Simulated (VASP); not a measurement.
C, 4 atoms in the cell. It takes space group P6_3/mmc (No. 194, hexagonal). The conventional cell has a = 2.499 Å, b = 2.499 Å, c = 4.119 Å, α = 90.00°, β = 90.00°, γ = 120.00°. Within 2.0 Å of C (site symmetry 3m) lie 4 C at 1.53 to 1.54 Å.  This cell differs from its parent crystal: strained cell.

```yaml
Program: VASP 6.6.1
Task: relaxation of the atoms
Functional: PBEsol
Potentials_or_basis: VASP PAW PBE potentials, release 64 (C)
Cutoff: 520 eV
k_mesh: 9 × 9 × 6
Occupations: gaussian, width 0.02 eV
Spin: no spin polarisation
Dipole_correction: no
Further_INCAR_settings: ALGO = Normal; EDIFF = 1e-07; IBRION = 2; EDIFFG = -0.002; NSW = 60
```

Potentials or basis: VASP PAW PBE potentials, release 64 (C).

Run with:

```console
$ cat potpaw_PBE.64/C/POTCAR > POTCAR
$ mpirun -np 1 vasp_std > vasp.out
```

Hardware: 1 thread of AMD EPYC 7R13, with other jobs on the host.

Task: Estimate the wall time of this run.

Result: It took 37 s on 1 thread of AMD EPYC 7R13, on a shared host, peak memory 0.1 GiB. Counts: scf iterations 17, k points 48, ion steps 3.
